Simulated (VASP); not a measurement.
# InP (F-43m) in VASP: notebook

Aim: see how the results for InP move with the level of theory and the settings. Levels: PBE+D3(BJ), PBE. Tasks: single point.

Program: VASP 6.6.1. These are calculated values, not measurements. Logs are shortened: lines on timing, memory, paths and dates and some standing lists are left out, and cuts for length are marked.

### 1 The cell of the first run

Symmetry: F-43m, No. 216, cubic system. Conventional cell: a = 5.908 Å, b = 5.908 Å, c = 5.908 Å, α = 90.00°, β = 90.00°, γ = 90.00°. In (site symmetry -43m) has 4 P at 2.56 Å within 3.4 Å. Within 3.4 Å of P (site symmetry -43m) lie 4 In at 2.56 Å.

### 2 Single point, PBE+D3(BJ)

File INCAR:

```
SYSTEM = InP
PREC = Accurate
ENCUT = 500
EDIFF = 1E-6
ISMEAR = 0
SIGMA = 0.01
LREAL = .FALSE.
LASPH = .TRUE.
NELM = 120
ALGO = Normal
ISIF = 2
LWAVE = .FALSE.
LCHARG = .FALSE.
GGA = PE
IVDW = 12
NBANDS = 16
GGA_COMPAT = .FALSE.
```

File KPOINTS:

```
Automatic mesh
0
G
  6 6 6
  0 0 0
```

File POSCAR:

```
InP
1.0
    0.0000000000      2.9537876370      2.9537876370
    2.9537876370      0.0000000000      2.9537876370
    2.9537876370      2.9537876370      0.0000000000
In P
1 1
Direct
    0.0000000000      0.0000000000      0.0000000000
    0.2500000000      0.2500000000      0.2500000000
```

Potentials or basis: VASP PAW PBE potentials, release 64 (In_d, P).

Launch:

```console
> cat potpaw_PBE.64/In_d/POTCAR potpaw_PBE.64/P/POTCAR > POTCAR
> mpirun -np 1 vasp_std > vasp.out
```

OUTCAR:

```text
SYSTEM = InP
   PREC = Accurate
   ENCUT = 500
   EDIFF = 1E-6
   ISMEAR = 0
   LREAL = .FALSE.
   LASPH = .TRUE.
   NELM = 120
   ISIF = 2
   GGA = PE
   IVDW = 12
 IVDW          = 12

 ion  position               nearest neighbor table
   1  0.000  0.000  0.000-   2 2.56   2 2.56   2 2.56   2 2.56
   2  0.250  0.250  0.250-   1 2.56   1 2.56   1 2.56   1 2.56

  LATTYP: Found a face centered cubic cell.
 ALAT       =     5.9075752740

  Lattice vectors:

 A1 = (   0.0000000000,   2.9537876370,   2.9537876370)
 A2 = (   2.9537876370,   0.0000000000,   2.9537876370)
 A3 = (   2.9537876370,   2.9537876370,   0.0000000000)

Analysis of symmetry for initial positions (statically):
=====================================================================
 Subroutine PRICEL returns:
 Original cell was already a primitive cell.

 Routine SETGRP: Setting up the symmetry group for a
 face centered cubic supercell.

 Subroutine GETGRP returns: Found 24 space group operations
 (whereof 24 operations were pure point group operations)
 out of a pool of 48 trial point group operations.

The static configuration has the point symmetry T_d .

Analysis of symmetry for dynamics (positions and initial velocities):
=====================================================================
 Subroutine PRICEL returns:
 Original cell was already a primitive cell.

 Routine SETGRP: Setting up the symmetry group for a
 face centered cubic supercell.

 Subroutine GETGRP returns: Found 24 space group operations
 (whereof 24 operations were pure point group operations)
 out of a pool of 48 trial point group operations.

The dynamic configuration has the point symmetry T_d .

 Subroutine INISYM returns: Found 24 space group operations
 (whereof 24 operations are pure point group operations),
 and found     1 'primitive' translations

----------------------------------------------------------------------------------------

                                     Primitive cell

  volume of cell :      51.5428

  direct lattice vectors                    reciprocal lattice vectors
     0.000000000  2.953787637  2.953787637    -0.169274187  0.169274187  0.169274187
     2.953787637  0.000000000  2.953787637     0.169274187 -0.169274187  0.169274187
     2.953787637  2.953787637  0.000000000     0.169274187  0.169274187 -0.169274187

  length of vectors
     4.177286537  4.177286537  4.177286537     0.293191492  0.293191492  0.293191492

  position of ions in fractional coordinates (direct lattice)
     0.000000000  0.000000000  0.000000000
     0.250000000  0.250000000  0.250000000

  ion indices of the primitive-cell ions
   primitive index   ion index
                 1           1
                 2           2

----------------------------------------------------------------------------------------

 KPOINTS: Automatic mesh

Automatic generation of k-mesh.
 Grid dimensions read from file:
 generate k-points for:    6    6    6

 Generating k-lattice:

  Cartesian coordinates                     Fractional coordinates (reciprocal lattice)
    -0.028212364  0.028212364  0.028212364     0.166666667  0.000000000  0.000000000
     0.028212364 -0.028212364  0.028212364     0.000000000  0.166666667  0.000000000
     0.028212364  0.028212364 -0.028212364     0.000000000  0.000000000  0.166666667

  Length of vectors
     0.048865249  0.048865249  0.048865249

  Shift w.r.t. Gamma in fractional coordinates (k-lattice)
     0.000000000  0.000000000  0.000000000

 Subroutine IBZKPT returns following result:
 ===========================================

 Found     16 irreducible k-points:

 Following reciprocal coordinates:
            Coordinates               Weight
  0.000000  0.000000  0.000000      1.000000
  0.166667  0.000000  0.000000      8.000000
  0.333333  0.000000  0.000000      8.000000
  0.500000  0.000000  0.000000      4.000000
  0.166667  0.166667  0.000000      6.000000
  0.333333  0.166667  0.000000     24.000000
[... 8 lines left out ...]
 -0.333333  0.333333  0.166667     24.000000
 -0.333333  0.500000  0.166667     12.000000
   k-points           NKPTS =     16   k-points in BZ     NKDIM =     16   number of bands    NBANDS=     16
   number of dos      NEDOS =    301   number of ions     NIONS =      2
   total plane-waves  NPLWV =  27000
   dimension x,y,z NGX =    30 NGY =   30 NGZ =   30
   dimension x,y,z NGXF=    60 NGYF=   60 NGZF=   60
   ions per type =               1   1
   NGX,Y,Z   is equivalent  to a cutoff of  11.94, 11.94, 11.94 a.u.
   NGXF,Y,Z  is equivalent  to a cutoff of  23.88, 23.88, 23.88 a.u.
 SYSTEM =  InP
   PREC   = accura    normal or accurate (medium, high low for compatibility)
   ISTART =      0    job   : 0-new  1-cont  2-samecut
   ICHARG =      2    charge: 1-file 2-atom 10-const
   ISPIN  =      1    spin polarized calculation?
   LNONCOLLINEAR =      F non collinear calculations
   LSORBIT =      F    spin-orbit coupling
   LASPH  =      T    aspherical Exc in radial PAW
   ENCUT  =  500.0 eV  36.75 Ry    6.06 a.u.   7.62  7.62  7.62*2*pi/ulx,y,z
   NELM   =    120;   NELMIN=  2; NELMDL= -5     # of ELM steps
   EDIFF  = 0.1E-05   stopping-criterion for ELM
   LREAL  =      F    real-space projection
   EDIFFG = 0.1E-04   stopping-criterion for IOM
   NSW    =      0    number of steps for IOM
   IBRION =     -1    ionic relax: 0-MD 1-quasi-New 2-CG
   NFREE  =      0    steps in history (QN), initial steepest desc. (CG)
   ISIF   =      2    stress and relaxation
   ISYM   =      2    0-nonsym 1-usesym 2-fastsym
   POTIM  = 0.5000    time-step for ionic-motion
   TEBEG  =    0.0;   TEEND  =   0.0 temperature during run
   PSTRESS=    0.0 pullay stress
   NELECT =      18.0000    total number of electrons
   NUPDOWN=      -1.0000    fix difference up-down
   EMIN   =  10.00;   EMAX   =-10.00  energy-range for DOS
   EFERMI =   0.00;   METHOD = LEGACY
   ISMEAR =     0;   SIGMA  =   0.01  broadening in eV -4-tet -1-fermi 0-gaus
   EFERMI_NEDOS =   21; number of points for ismear=-14 and -15
   IALGO  =     38    algorithm
   IMIX   =      4    mixing-type and parameters
     AMIX     =   0.40;   BMIX     =  1.00
     AMIX_MAG =   1.60;   BMIX_MAG =  1.00
  volume/ion in A,a.u.               =      25.77       173.91
  Fermi-wavevector in a.u.,A,eV,Ry     =   1.152860  2.178589 18.083301  1.329085
  Thomas-Fermi vector in A             =   2.289508
   LORBIT       =      0    0 simple, 1 ext, 2 COOP (PROOUT), +10 PAW based schemes
   GGA     = PE    functional components
   LHFCALC =     F    Hartree Fock is set to
   AEXX    =    0.0000 exact exchange contribution
   IVDW    =    12    specifies the selected vdW correction
   LEPSILON=     F    determine dielectric tensor
   LRPA    =     F    only Hartree local field effects (RPA)
 non-spin polarized calculation
 Gauss-broadening in eV      SIGMA  =   0.01
  energy-cutoff  :      500.00
  volume of cell :       51.54
 maximum number of plane-waves:      1363
   NGX = 15   NGY = 15   NGZ = 15

 number of electron      17.9999996 magnetization

 Free energy of the ion-electron system (eV)
  ---------------------------------------------------
  ext. energy  EPLUGINS =         0.00000000
  ---------------------------------------------------
  free energy    TOTEN  =        -8.38871965 eV

  energy without entropy =       -8.38871965  energy(sigma->0) =       -8.38871965

 E-fermi :   5.0103     XC(G=0):  -9.1755

 val. band max:        4.9385450861   @ k =   0.0000   0.0000   0.0000
 cond. band min:       5.5187910679   @ k =   0.0000   0.0000   0.0000
 fundamental gap:      0.5802459817
 Fermi energy:         5.0103163929

 k-point     1 :       0.0000    0.0000    0.0000
  band No.  band energies     occupation
      1      -9.2095      2.00000
      2      -9.2095      2.00000
      3      -9.2095      2.00000
      4      -9.0693      2.00000
      5      -9.0693      2.00000
      6      -6.4194      2.00000
[... 8 lines left out ...]
     15      14.3467      0.00000
     16      14.3467      0.00000

 k-point     2 :       0.1667    0.0000    0.0000
  band No.  band energies     occupation
      1      -9.2381      2.00000
      2      -9.1980      2.00000
      3      -9.1980      2.00000
      4      -9.0688      2.00000
      5      -9.0688      2.00000
      6      -6.1180      2.00000
[... 8 lines left out ...]
     15      13.5358      0.00000
     16      14.3409      0.00000

 k-point     3 :       0.3333    0.0000    0.0000
  band No.  band energies     occupation
      1      -9.2918      2.00000
      2      -9.1797      2.00000
      3      -9.1797      2.00000
      4      -9.0628      2.00000
      5      -9.0628      2.00000
      6      -5.3428      2.00000
[... 8 lines left out ...]
     15      14.0001      0.00000
     16      14.0001      0.00000

 k-point     4 :       0.5000    0.0000    0.0000
  band No.  band energies     occupation
      1      -9.3172      2.00000
      2      -9.1736      2.00000
      3      -9.1736      2.00000
      4      -9.0567      2.00000
      5      -9.0567      2.00000
      6      -4.7718      2.00000
[... 8 lines left out ...]
     15      15.5217      0.00000
     16      15.5217      0.00000
[... 172 lines left out ...]
 k-point    14 :       0.5000    0.3333    0.1667
  band No.  band energies     occupation
      1      -9.3301      2.00000
      2      -9.1593      2.00000
      3      -9.1422      2.00000
      4      -9.0868      2.00000
      5      -9.0523      2.00000
      6      -4.7395      2.00000
[... 8 lines left out ...]
     15      15.9338      0.00000
     16      16.5759      0.00000

 k-point    15 :      -0.3333    0.3333    0.1667
  band No.  band energies     occupation
      1      -9.3391      2.00000
      2      -9.1597      2.00000
      3      -9.1323      2.00000
      4      -9.0817      2.00000
      5      -9.0567      2.00000
      6      -4.2857      2.00000
[... 8 lines left out ...]
     15      15.9388      0.00000
     16      16.4042      0.00000

 k-point    16 :      -0.3333    0.5000    0.1667
  band No.  band energies     occupation
      1      -9.3573      2.00000
      2      -9.1429      2.00000
      3      -9.1202      2.00000
      4      -9.0950      2.00000
      5      -9.0490      2.00000
      6      -4.0913      2.00000
[... 8 lines left out ...]
     15      16.1065      0.00000
     16      16.7922      0.00000

------------------------ aborting loop because EDIFF is reached ----------------------------------------

 Edisp (eV)   -0.61101

 E8    (eV) :    -0.2715

  FORCE on cell =-STRESS in cart. coord.  units (eV):
  Direction    XX          YY          ZZ          XY          YZ          ZX
  --------------------------------------------------------------------------------------
  -------------------------------------------------------------------------------------
  Total      -0.16529    -0.16529    -0.16529     0.00000     0.00000    -0.00000
  in kB      -5.13790    -5.13790    -5.13790     0.00000     0.00000    -0.00000
  external pressure =       -5.14 kB  Pullay stress =        0.00 kB

 VOLUME and BASIS-vectors are now :
 -----------------------------------------------------------------------------
  energy-cutoff  :      500.00
  volume of cell :       51.54
      direct lattice vectors                 reciprocal lattice vectors
     0.000000000  2.953787637  2.953787637    -0.169274187  0.169274187  0.169274187
     2.953787637  0.000000000  2.953787637     0.169274187 -0.169274187  0.169274187
     2.953787637  2.953787637  0.000000000     0.169274187  0.169274187 -0.169274187

 POSITION                                       TOTAL-FORCE (eV/Angst)
 -----------------------------------------------------------------------------------
      0.00000      0.00000      0.00000        -0.000000     -0.000000      0.000000
      1.47689      1.47689      1.47689         0.000000      0.000000     -0.000000
 -----------------------------------------------------------------------------------
    total drift:                                0.000000      0.000000     -0.000000

  FREE ENERGIE OF THE ION-ELECTRON SYSTEM (eV)
  ---------------------------------------------------
  free  energy   TOTEN  =        -8.9997340038 eV

  energy  without entropy=       -8.9997340038  energy(sigma->0) =       -8.99973400
```

Run time: 12 s. Hardware: 1 thread of AMD EPYC 7R43 (Zen 3), shared host; peak memory 0.14 GiB.

What came out:

| Property | Result |
| --- | --- |
| Free energy | -8.9997 eV |
| Pressure | -0.5 GPa |
| Band gap on the k mesh | 0.58 eV, direct |
| Dispersion energy per atom | -0.306 eV |

Caveat: spin-orbit coupling is left out, which moves the levels of the heavy elements.

### 3 Single point, PBE

File INCAR:

```
PREC = Accurate
ENCUT = 500
EDIFF = 1E-6
ISMEAR = 1
SIGMA = 0.0849
LREAL = False
LASPH = True
NELM = 120
ALGO = Normal
ISIF = 2
LWAVE = False
LCHARG = False
GGA = PE
NBANDS = 16
GGA_COMPAT = False
```

File KPOINTS:

```
Automatic mesh
0
Gamma
  6 6 6
```

POSCAR is that of step 2.

Potentials or basis: VASP PAW PBE potentials, release 64 (In_d, P).

Launch:

```console
> cat potpaw_PBE.64/In_d/POTCAR potpaw_PBE.64/P/POTCAR > POTCAR
> mpirun -np 1 vasp_std > vasp.out
```

Wall time 13 s (1 thread of AMD EPYC 7R43 (Zen 3), shared host); peak memory 0.13 GiB.

The run converged. Its results:

| Property | Result |
| --- | --- |
| Free energy | -8.3887 eV |
| Pressure | 1.6 GPa |
| Band gap on the k mesh | 0.58 eV, direct |

Levels at points of the mesh, in eV from the valence-band top:
| k point | band 7 | band 8 | band 9 | band 10 | band 11 | band 12 |
| --- | --- | --- | --- | --- | --- | --- |
| (0.00, 0.00, 0.00) | 0.00 | 0.00 | 0.00 | 0.58 | 4.09 | 4.09 |
| (0.50, 0.00, 0.00) | -5.61 | -0.94 | -0.94 | 1.44 | 4.80 | 4.80 |
| (0.50, 0.50, 0.00) | -5.65 | -2.24 | -2.24 | 1.80 | 2.27 | 9.07 |

Caveat: spin-orbit coupling is left out, which moves the levels of the heavy elements.

### 4 Single point, PBE

File INCAR:

```
ALGO     = Normal         # electronic algorithm
EDIFF    = 1E-6           # SCF threshold, eV
ENCUT    = 500            # plane-wave cutoff, eV
GGA      = PE             # functional
GGA_COMPAT= False        
ISIF     = 2              # what is computed and relaxed
ISMEAR   = 1              # smearing method
LASPH    = True           # aspherical terms in the spheres
LCHARG   = True           # write CHGCAR
LELF     = True           # ELF
LREAL    = False          # projectors in reciprocal space
LVHAR    = True         
LWAVE    = False          # write WAVECAR
NBANDS   = 16             # bands
NELM     = 120            # most SCF steps
PREC     = Accurate       # precision mode
SIGMA    = 0.001          # smearing width, eV
```

File KPOINTS:

```
k-points
0
Gamma
  6 6 6
```

POSCAR is that of step 3.

Launch:

```console
> cat potpaw_PBE.64/In_d/POTCAR potpaw_PBE.64/P/POTCAR > POTCAR
> mpirun -np 1 vasp_std > vasp.out
```

Wall time 13 s (1 thread of AMD EPYC 7R43 (Zen 3), shared host); peak memory 0.13 GiB.

The run converged. Its results:

```yaml
Free_energy: -8.3887 eV
Pressure: 1.6 GPa
Band_gap_on_the_k_mesh: 0.58 eV, direct
```

Levels at points of the mesh, in eV from the valence-band top:
| k point | band 5 | band 6 | band 7 | band 8 | band 9 | band 10 | band 11 | band 12 | band 13 | band 14 |
| --- | --- | --- | --- | --- | --- | --- | --- | --- | --- | --- |
| (0.00, 0.00, 0.00) | -14.01 | -11.36 | 0.00 | 0.00 | 0.00 | 0.58 | 4.09 | 4.09 | 4.09 | 8.47 |
| (0.50, 0.00, 0.00) | -14.00 | -9.71 | -5.61 | -0.94 | -0.94 | 1.44 | 4.80 | 4.80 | 7.05 | 9.37 |
| (0.50, 0.50, 0.00) | -13.98 | -9.08 | -5.65 | -2.24 | -2.24 | 1.80 | 2.27 | 9.07 | 9.43 | 9.43 |

Caveat: spin-orbit coupling is left out, which moves the levels of the heavy elements.

### 5 Overview

| level | smearing | gap on the mesh (eV) | pressure (GPa) |
| --- | --- | --- | --- |
| PBE+D3(BJ) | gaussian 0.01 eV | 0.58 | -0.5 |
| PBE | methfessel-paxton 0.0849 eV | 0.58 | 1.6 |
| PBE | methfessel-paxton 0.001 eV | 0.58 | 1.6 |

Alike in all rows: task single point; potentials or basis VASP PAW PBE potentials, release 64 (In_d, P); no spin polarisation; cell as given; k mesh 6 × 6 × 6; cutoff (eV) 500.

On the cell as given the gap runs from 0.58 eV (PBE+D3(BJ)) to 0.58 eV (PBE+D3(BJ)). The pressure there spans -0.5 GPa (PBE+D3(BJ)) to 1.6 GPa (PBE); a positive pressure means that this level wants a larger cell, a negative one a smaller.

Caveats: spin-orbit coupling is left out, which moves the levels of the heavy elements.

Absolute energies hang on the potentials; compare differences alone.
